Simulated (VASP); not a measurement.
Set up this calculation in VASP 6.6.1, as the native input.

- Task: single point
- Functional: PBE
- Potentials or basis: VASP PAW PBE potentials, release 64 (Ta_pv, N)
- Cutoff: 520 eV
- k mesh: 10 × 10 × 6
- Occupations: fermi-dirac, width 0.05 eV
- Spin: no spin polarisation
- Dipole correction: no
- Further INCAR settings: ALGO = Normal; EDIFF = 1e-06; NBANDS = 24

The structure of TaN lies in POSCAR:

```
TaN
1.0
    3.0500020400      0.0000000000      0.0000000000
   -1.5250010200      2.6413792500      0.0000000000
    0.0000000000      0.0000000000      4.9400015300
Ta N
2 2
Direct
    0.3333333333      0.6666666667      0.0000000000
    0.6666666667      0.3333333333      0.5000000000
    0.3333333333      0.6666666667      0.3850000000
    0.6666666667      0.3333333333      0.8850000000
```

These files were run (other wordings do the same):

INCAR

```
PREC = Accurate
ENCUT = 520
EDIFF = 1E-6
ISMEAR = -1
SIGMA = 0.05
LREAL = False
LASPH = True
NELM = 100
ALGO = Normal
ISIF = 2
LWAVE = False
LCHARG = False
GGA = PE
NBANDS = 24
```

KPOINTS

```
Automatic mesh
0
Gamma
  10 10 6
```

Potentials or basis: VASP PAW PBE potentials, release 64 (Ta_pv, N).

The run is started by

```bash
$ cat potpaw_PBE.64/Ta_pv/POTCAR potpaw_PBE.64/N/POTCAR > POTCAR
$ mpirun -np 1 vasp_std > vasp.out
```

It gave:

```json
{"Pressure": "140.2 GPa", "Largest force": "2.437 eV/Å", "Band gap on the k mesh": "zero (band 16 reaches 11.00 eV, above the bottom of band 17 at 8.27 eV)"}
```

Caveat: spin-orbit coupling is left out, which moves the levels of the heavy elements; forces of over 1 eV/Å act on the atoms, so gaps and moduli don't describe the material at rest.

Wall time 54 s on 1 thread of Intel(R) Xeon(R) Platinum 8259CL CPU @ 2.50GHz (Skylake/Cascade Lake) (shared host), peak memory 0.19 GiB.
